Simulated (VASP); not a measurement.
**SrO: single point with PBEsol**

SrO:

```
CELL_PARAMETERS angstrom
0.00000 2.56630 2.56630
2.56630 0.00000 2.56630
2.56630 2.56630 0.00000
ATOMIC_POSITIONS crystal
Sr 0.50000 0.50000 0.50000
O 0.00000 0.00000 0.00000
```

```yaml
Program: VASP 6.6.1
Task: single point
Functional: PBEsol
Potentials_or_basis: VASP PAW PBE potentials, release 64 (Sr_sv, O)
Cutoff: 600 eV
k_mesh: 5 × 5 × 5
Occupations: methfessel-paxton, width 0.02 eV
Spin: no spin polarisation
```

```yaml
Pressure: 0.0 GPa
Band_gap_on_the_k_mesh: 3.34 eV, indirect (least direct gap 3.45 eV)
```

Levels at points of the mesh, in eV from the valence-band top:
| k point | band 6 | band 7 | band 8 | band 9 | band 10 | band 11 |
| --- | --- | --- | --- | --- | --- | --- |
| (0.00, 0.00, 0.00) | 0.00 | 0.00 | 0.00 | 3.86 | 6.17 | 6.17 |

It took 14 s on 1 thread of Intel Xeon 8259CL (shared host), peak memory 0.17 GiB.

Caveat: the k points lie up to 0.42 Å⁻¹ apart; the PAW data sets were made with another functional, which shifts forces and pressure a little. Expect the measured gap to be larger: semilocal functionals such as PBEsol lack the derivative discontinuity.
